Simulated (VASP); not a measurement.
# Cd4Se (I4/mmm) in VASP: further runs

Runs on Cd4Se. Level: PBE. Tasks: relaxation of cell and atoms, single point.

All numbers are computed with VASP 6.6.1; they aren't measurements. Logs are shortened: lines on timing, memory, paths and dates and some standing lists are left out, and cuts for length are marked.

## (1) The cell of the first run

It takes space group I4/mmm (No. 139, tetragonal). Conventional cell: a = 5.189 Å, b = 5.189 Å, c = 9.888 Å, α = 90.00°, β = 90.00°, γ = 90.00°. Cd (site symmetry 2mm) has 2 Cd at 2.26 to 2.68 Å and 2 Se at 2.92 Å within 3.0 Å. Se (site symmetry 4/mmm) has 8 Cd at 2.92 Å within 3.8 Å.

The cell was generated, and may not be a known phase.

## (2) Relaxation of cell and atoms, PBE

INCAR reads:

```
PREC = Accurate
ENCUT = 600
EDIFF = 1E-7
ISMEAR = 0
SIGMA = 0.2
LREAL = False
LASPH = True
NELM = 80
ALGO = Normal
ISIF = 3
LWAVE = False
LCHARG = False
GGA = PE
IBRION = 2
NSW = 36
EDIFFG = -0.08
```

KPOINTS reads:

```
Automatic mesh
0
Gamma
  4 4 4
```

POSCAR reads:

```
Cd4Se
1.0
   -2.5943107500      2.5943107500      4.9440949700
    2.5943107500     -2.5943107500      4.9440949700
    2.5943107500      2.5943107500     -4.9440949700
Cd Se
4 1
Direct
    0.8642321300      0.3642321300      0.5000000000
    0.3642321300      0.8642321300      0.5000000000
    0.1357678700      0.6357678700      0.5000000000
    0.6357678700      0.1357678700      0.5000000000
    0.0000000000      0.0000000000      0.0000000000
```

Potentials or basis: VASP PAW PBE potentials, release 64 (Cd, Se).

Run with:

```bash
$ cat potpaw_PBE.64/Cd/POTCAR potpaw_PBE.64/Se/POTCAR > POTCAR
$ mpirun -np 1 vasp_std > vasp.out
```

OUTCAR:

```text
PREC = Accurate
   ENCUT = 600
   EDIFF = 1E-7
   ISMEAR = 0
   LREAL = False
   LASPH = True
   NELM = 80
   ISIF = 3
   GGA = PE
   IBRION = 2
   NSW = 36
   EDIFFG = -0.08

 ion  position               nearest neighbor table
   1  0.864  0.364  0.500-   4 2.26   3 2.68   5 2.92   5 2.92   2 3.67   2 3.67   2 3.67   2 3.67

   2  0.364  0.864  0.500-   3 2.26   4 2.68   5 2.92   5 2.92   1 3.67   1 3.67   1 3.67   1 3.67

   3  0.136  0.636  0.500-   2 2.26   1 2.68   5 2.92   5 2.92   4 3.67   4 3.67   4 3.67   4 3.67

   4  0.636  0.136  0.500-   1 2.26   2 2.68   5 2.92   5 2.92   3 3.67   3 3.67   3 3.67   3 3.67

   5  0.000  0.000  0.000-   4 2.92   3 2.92   1 2.92   2 2.92   3 2.92   4 2.92   1 2.92   2 2.92

  LATTYP: Found a body centered tetragonal cell.
 ALAT       =     5.1886215000
 C/A-ratio  =     1.9057450886

  Lattice vectors:

 A1 = (  -2.5943107500,   2.5943107500,   4.9440949700)
 A2 = (   2.5943107500,  -2.5943107500,   4.9440949700)
 A3 = (   2.5943107500,   2.5943107500,  -4.9440949700)

Analysis of symmetry for initial positions (statically):
=====================================================================
 Subroutine PRICEL returns:
 Original cell was already a primitive cell.

 Routine SETGRP: Setting up the symmetry group for a
 body centered tetragonal supercell.

 Subroutine GETGRP returns: Found 16 space group operations
 (whereof 16 operations were pure point group operations)
 out of a pool of 16 trial point group operations.

The static configuration has the point symmetry D_4h.

Analysis of symmetry for dynamics (positions and initial velocities):
=====================================================================
 Subroutine PRICEL returns:
 Original cell was already a primitive cell.

 Routine SETGRP: Setting up the symmetry group for a
 body centered tetragonal supercell.

 Subroutine GETGRP returns: Found 16 space group operations
 (whereof 16 operations were pure point group operations)
 out of a pool of 16 trial point group operations.

The dynamic configuration has the point symmetry D_4h.

 Subroutine INISYM returns: Found 16 space group operations
 (whereof 16 operations are pure point group operations),
 and found     1 'primitive' translations

----------------------------------------------------------------------------------------

                                     Primitive cell

  volume of cell :     133.1039

  direct lattice vectors                    reciprocal lattice vectors
    -2.594310750  2.594310750  4.944094970     0.000000000  0.192729418  0.101130743
     2.594310750 -2.594310750  4.944094970     0.192729418  0.000000000  0.101130743
     2.594310750  2.594310750 -4.944094970     0.192729418  0.192729418  0.000000000

  length of vectors
     6.156701358  6.156701358  6.156701358     0.217651225  0.217651225  0.272560556

  position of ions in fractional coordinates (direct lattice)
     0.864232130  0.364232130  0.500000000
     0.364232130  0.864232130  0.500000000
     0.135767870  0.635767870  0.500000000
     0.635767870  0.135767870  0.500000000
     0.000000000  0.000000000  0.000000000

  ion indices of the primitive-cell ions
   primitive index   ion index
                 1           1
                 2           2
                 3           3
                 4           4
                 5           5

----------------------------------------------------------------------------------------

 KPOINTS: Automatic mesh

Automatic generation of k-mesh.
 Grid dimensions read from file:
 generate k-points for:    4    4    4

 Generating k-lattice:

  Cartesian coordinates                     Fractional coordinates (reciprocal lattice)
     0.000000000  0.048182354  0.025282686     0.250000000 -0.000000000  0.000000000
     0.048182354  0.000000000  0.025282686    -0.000000000  0.250000000  0.000000000
     0.048182354  0.048182354  0.000000000     0.000000000  0.000000000  0.250000000

  Length of vectors
     0.054412806  0.054412806  0.068140139

  Shift w.r.t. Gamma in fractional coordinates (k-lattice)
     0.000000000  0.000000000  0.000000000

 Subroutine IBZKPT returns following result:
 ===========================================

 Found     13 irreducible k-points:

 Following reciprocal coordinates:
            Coordinates               Weight
  0.000000  0.000000  0.000000      1.000000
  0.250000  0.000000  0.000000      8.000000
  0.500000  0.000000  0.000000      4.000000
  0.250000  0.250000  0.000000      8.000000
  0.500000  0.250000 -0.000000     16.000000
 -0.250000  0.250000  0.000000      4.000000
  0.500000  0.500000  0.000000      2.000000
  0.250000  0.250000  0.250000      2.000000
 -0.250000  0.250000  0.250000      4.000000
  0.500000  0.500000  0.250000      4.000000
 -0.250000  0.500000  0.250000      8.000000
 -0.250000 -0.250000  0.250000      2.000000
  0.500000  0.500000  0.500000      1.000000
   k-points           NKPTS =     13   k-points in BZ     NKDIM =     13   number of bands    NBANDS=     32
   number of dos      NEDOS =    301   number of ions     NIONS =      5
   total plane-waves  NPLWV = 125000
   dimension x,y,z NGX =    50 NGY =   50 NGZ =   50
   dimension x,y,z NGXF=   100 NGYF=  100 NGZF=  100
   ions per type =               4   1
   NGX,Y,Z   is equivalent  to a cutoff of  13.50, 13.50, 13.50 a.u.
   NGXF,Y,Z  is equivalent  to a cutoff of  27.00, 27.00, 27.00 a.u.
 SYSTEM =  unknown system
   PREC   = accura    normal or accurate (medium, high low for compatibility)
   ISTART =      0    job   : 0-new  1-cont  2-samecut
   ICHARG =      2    charge: 1-file 2-atom 10-const
   ISPIN  =      1    spin polarized calculation?
   LNONCOLLINEAR =      F non collinear calculations
   LSORBIT =      F    spin-orbit coupling
   LASPH  =      T    aspherical Exc in radial PAW
   ENCUT  =  600.0 eV  44.10 Ry    6.64 a.u.  12.30 12.30 12.30*2*pi/ulx,y,z
   NELM   =     80;   NELMIN=  2; NELMDL= -5     # of ELM steps
   EDIFF  = 0.1E-06   stopping-criterion for ELM
   LREAL  =      F    real-space projection
   EDIFFG = -.8E-01   stopping-criterion for IOM
   NSW    =     36    number of steps for IOM
   IBRION =      2    ionic relax: 0-MD 1-quasi-New 2-CG
   NFREE  =      1    steps in history (QN), initial steepest desc. (CG)
   ISIF   =      3    stress and relaxation
   ISYM   =      2    0-nonsym 1-usesym 2-fastsym
   POTIM  = 0.5000    time-step for ionic-motion
   TEBEG  =    0.0;   TEEND  =   0.0 temperature during run
   PSTRESS=    0.0 pullay stress
   NELECT =      54.0000    total number of electrons
   NUPDOWN=      -1.0000    fix difference up-down
   EMIN   =  10.00;   EMAX   =-10.00  energy-range for DOS
   EFERMI =   0.00;   METHOD = LEGACY
   ISMEAR =     0;   SIGMA  =   0.20  broadening in eV -4-tet -1-fermi 0-gaus
   EFERMI_NEDOS =   21; number of points for ismear=-14 and -15
   IALGO  =     38    algorithm
   IMIX   =      4    mixing-type and parameters
     AMIX     =   0.40;   BMIX     =  1.00
     AMIX_MAG =   1.60;   BMIX_MAG =  1.00
  volume/ion in A,a.u.               =      26.62       179.65
  Fermi-wavevector in a.u.,A,eV,Ry     =   1.211925  2.290207 19.983730  1.468763
  Thomas-Fermi vector in A             =   2.347425
   LORBIT       =      0    0 simple, 1 ext, 2 COOP (PROOUT), +10 PAW based schemes
   GGA     = PE    functional components
   LHFCALC =     F    Hartree Fock is set to
   AEXX    =    0.0000 exact exchange contribution
   IVDW    =     0    specifies the selected vdW correction
   LEPSILON=     F    determine dielectric tensor
   LRPA    =     F    only Hartree local field effects (RPA)
 conjugate gradient relaxation of ions
 non-spin polarized calculation
 Gauss-broadening in eV      SIGMA  =   0.20
  energy-cutoff  :      600.00
  volume of cell :      133.10
 maximum number of plane-waves:      4496
 NGX is ok and might be reduce to    50
   NGX = 25   NGY = 25   NGZ = 25

--------------------------------------- Ionic step        1  -------------------------------------------

 number of electron      53.9999993 magnetization

 Free energy of the ion-electron system (eV)
  ---------------------------------------------------
  ext. energy  EPLUGINS =         0.00000000
  ---------------------------------------------------
  free energy    TOTEN  =        -3.48672509 eV

  energy without entropy =       -3.46000554  energy(sigma->0) =       -3.47336531

------------------------ aborting loop because EDIFF is reached ----------------------------------------

  FORCE on cell =-STRESS in cart. coord.  units (eV):
  Direction    XX          YY          ZZ          XY          YZ          ZX
  --------------------------------------------------------------------------------------
  -------------------------------------------------------------------------------------
  Total        0.8088304      0.8088304     34.6864442      0.0000000      0.0000000      0.0000000
  in kB        9.7359255      9.7359255    417.5222055      0.0000000      0.0000000      0.0000000
  external PRESSURE =     145.6646855 kB  Pullay stress =       0.0000000 kB
[... 98 lines left out ...]
  FREE ENERGIE OF THE ION-ELECTRON SYSTEM (eV)
  ---------------------------------------------------
  free  energy   TOTEN  =        -5.1901822612 eV

  energy  without entropy=       -5.1354135585  energy(sigma->0) =       -5.16279791

 E-fermi :   2.4506     XC(G=0): -10.0018

 val. band max:        2.1362843890   @ k =   0.5000   0.5000   0.0000
 cond. band min:       2.4911760447   @ k =   0.2500   0.0000   0.0000
 fundamental gap:      0.3548916557
 Fermi energy:         2.4505622775

 k-point     1 :       0.0000    0.0000    0.0000
  band No.  band energies     occupation
      1     -11.4630      2.00000
      2      -7.1438      2.00000
      3      -7.0884      2.00000
      4      -7.0657      2.00000
      5      -7.0236      2.00000
      6      -6.7510      2.00000
[... 444 lines left out ...]
     31       5.3832      0.00000
     32       6.0540      0.00000

[... ionic steps 4 to 22 ...]

--------------------------------------- Ionic step       23  -------------------------------------------

 number of electron      54.0000003 magnetization

------------------------ aborting loop because EDIFF is reached ----------------------------------------

  FORCE on cell =-STRESS in cart. coord.  units (eV):
  Direction    XX          YY          ZZ          XY          YZ          ZX
  --------------------------------------------------------------------------------------
  -------------------------------------------------------------------------------------
  Total        0.1846741      0.1846741     -0.1172651      0.0000000      0.0000000      0.0000000
  in kB        2.2207515      2.2207515     -1.4101416      0.0000000      0.0000000      0.0000000
  external PRESSURE =       1.0104538 kB  Pullay stress =       0.0000000 kB
[... 63 lines left out ...]
  energy  without entropy=       -6.6166859050  energy(sigma->0) =       -6.63360978

--------------------------------------- Ionic step       25  -------------------------------------------

 number of electron      54.0000005 magnetization

 Free energy of the ion-electron system (eV)
  ---------------------------------------------------
  ext. energy  EPLUGINS =         0.00000000
  ---------------------------------------------------
  free energy    TOTEN  =        -6.65053145 eV

  energy without entropy =       -6.61673563  energy(sigma->0) =       -6.63363354

 E-fermi :   1.8431     XC(G=0):  -9.6182

 val. band max:        1.8303772436   @ k =   0.2500   0.0000   0.0000
 cond. band min:       1.9740282875   @ k =  -0.2500   0.2500   0.2500
 fundamental gap:      0.1436510439
 Fermi energy:         1.8430654838

 k-point     1 :       0.0000    0.0000    0.0000
  band No.  band energies     occupation
      1     -11.4593      2.00000
      2      -7.4999      2.00000
      3      -7.4354      2.00000
      4      -7.3871      2.00000
      5      -7.3664      2.00000
      6      -7.1555      2.00000
[... 476 lines left out ...]
  FREE ENERGIE OF THE ION-ELECTRON SYSTEM (eV)
  ---------------------------------------------------
  free  energy   TOTEN  =        -6.6505314487 eV

  energy  without entropy=       -6.6167356272  energy(sigma->0) =       -6.63363354

 reached required accuracy - stopping structural energy minimisation
```

It took 33 min on 1 thread of Intel Xeon Platinum 8488C (Sapphire Rapids), shared host; peak memory 0.39 GiB.

Results:

- Free energy: -6.6505 eV
- Relaxed volume: 26.83 Å³/atom
- Relaxed cell: a = 7.763 Å, b = 7.763 Å, c = 7.763 Å, α = 147.56°, β = 147.56°, γ = 46.53°
- Space group after relaxing (to 0.1 Å): I4/mmm (No. 139)
- Pressure after relaxing: -0.1 GPa
- Largest force after relaxing: 0.078 eV/Å
- Band gap on the k mesh: zero (bands 27 and 28 overlap by 2.43 eV)

Forces on the atoms (eV/Å):
```
Cd   0.000  0.000 -0.078
Cd   0.000  0.000 -0.078
Cd   0.000  0.000  0.078
Cd   0.000  0.000  0.078
Se   0.000  0.000  0.000
```

Final structure:
```
CELL_PARAMETERS angstrom
-2.16853 2.16853 7.13210
2.16853 -2.16853 7.13210
2.16853 2.16853 -7.13210
ATOMIC_POSITIONS crystal
Cd 0.85366 0.35366 0.50000
Cd 0.35366 0.85366 0.50000
Cd 0.14634 0.64634 0.50000
Cd 0.64634 0.14634 0.50000
Se 0.00000 0.00000 0.00000
```

Caveat: a cell axis changed by over 15 % at a fixed basis, so the end point is rough; the relaxation stopped at a loose force limit of 0.08 eV/Å, so its end isn't a converged minimum.

(Part 1 of 2 ends here.)

The gap in the log of VASP goes by the Fermi energy; the results here count the filled bands.